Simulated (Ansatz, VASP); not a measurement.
**Two plane-wave programs on Na3B**

```
Na B
1.0
     0.00000   -4.64892    0.00000
     2.32446   -2.32446   -3.96931
     6.97337   -2.32446    3.96931
Na B
6 2
Direct
  0.25000 0.25000 0.25000
  0.75000 0.75000 0.75000
  0.87500 0.87500 0.37500
  0.37500 0.37500 0.87500
  0.62500 0.62500 0.12500
  0.12500 0.12500 0.62500
  0.00000 0.00000 0.00000
  0.50000 0.50000 0.50000
```

Alike in both runs: task single point; functional PBE; k mesh 6 × 6 × 6; occupations gaussian, width 0.1 eV; no spin polarisation.

|  | VASP | Ansatz |
| --- | --- | --- |
| version | VASP 6.6.1 | Ansatz 0.2.0 |
| potentials or method | VASP PAW PBE potentials, release 64 (Na_pv, B), cutoff 520 eV | scalar-relativistic, plane waves, PAW |
| valence electrons in the cell | 48 | 60 |

|  | VASP | Ansatz | Ansatz less VASP |
| --- | --- | --- | --- |
| gap on the k mesh at the Fermi level (eV) | none | none | - |
| pressure (GPa) | 0.0 | 0.0 | -0.03 |
| traceless stress, the component that is largest in VASP (GPa) | 0.11 | 0.11 | -0.003 |

A gap of «none» marks a metal or a gap that the smearing closes. VASP's potentials hold 48 valence electrons a cell and Ansatz's 60, so a difference there can come from the potentials and not from the codes.
